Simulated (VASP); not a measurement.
C, 2 atoms in the cell. Symmetry: Fd-3m, No. 227, cubic system. The conventional cell has a = 3.532 Å, b = 3.532 Å, c = 3.532 Å, α = 90.00°, β = 90.00°, γ = 90.00°. Within 2.0 Å of C (site symmetry -43m) lie 4 C at 1.53 Å. 

```yaml
Program: VASP 6.6.1
Task: relaxation of cell and atoms
Functional: LDA
Potentials_or_basis: VASP PAW LDA potentials, release 64 (C)
Cutoff: 600 eV
k_mesh: 12 × 12 × 12
Occupations: gaussian, width 0.02 eV
Spin: no spin polarisation
Dipole_correction: no
Further_INCAR_settings: ALGO = Normal; EDIFF = 1e-07; IBRION = 2; EDIFFG = -0.002; NSW = 100; ISIF = 3
```

Potentials or basis: VASP PAW LDA potentials, release 64 (C).

Run with:

```bash
$ cat potpaw_LDA.64/C/POTCAR > POTCAR
$ mpirun -np 1 vasp_std > vasp.out
```

Hardware: 1 thread of Intel(R) Xeon(R) 6975P-C (Granite Rapids), with other jobs on the host.

Problem. Estimate the wall time of this run.

Solution. Wall time 7.1 s on 1 thread of Intel(R) Xeon(R) 6975P-C (Granite Rapids) (shared host), peak memory 0.11 GiB. Counts: scf iterations 20, k points 72, ion steps 3.
